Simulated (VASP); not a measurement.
The system is ZnSe.

```xyz
2
Lattice="0.0000 2.8661 2.8661 2.8661 0.0000 2.8661 2.8661 2.8661 0.0000" Properties=species:S:1:pos:R:3 pbc="T T T"
Zn    0.0000    0.0000    0.0000
Se    1.4331    1.4331    1.4331
```

```yaml
Program: VASP 6.6.1
Task: relaxation of cell and atoms
Functional: LDA
Potentials_or_basis: VASP PAW LDA potentials, release 64 (Zn, Se)
Cutoff: 600 eV
k_mesh: 8 × 8 × 8
Occupations: fermi-dirac, width 0.02 eV
Spin: no spin polarisation
```

At the start: pressure -4.9 GPa; volume 23.54 Å³/atom.

Problem. Where does the relaxation end?

Solution. Over 3 steps the energy falls by 30.9 meV/atom and the volume is 21.66 Å³/atom (-8.0 %); space group F-43m (No. 216, to 0.05 Å).

The path:
| step | energy change (eV) | largest force (eV/Å) | pressure (GPa) | volume (Å³) |
| --- | --- | --- | --- | --- |
| 1 | 0.0000 | 0.0000 | -4.87 | 47.09 |
| 2 | -0.0567 | 0.0000 | 1.66 | 42.38 |
| 3 | -0.0618 | 0.0000 | 0.02 | 43.33 |

Final structure:
```xyz
2
Lattice="0.0000 2.7877 2.7877 2.7877 0.0000 2.7877 2.7877 2.7877 0.0000" Properties=species:S:1:pos:R:3 pbc="T T T"
Zn    0.0000    0.0000    0.0000
Se    1.3939    1.3939    1.3939
```
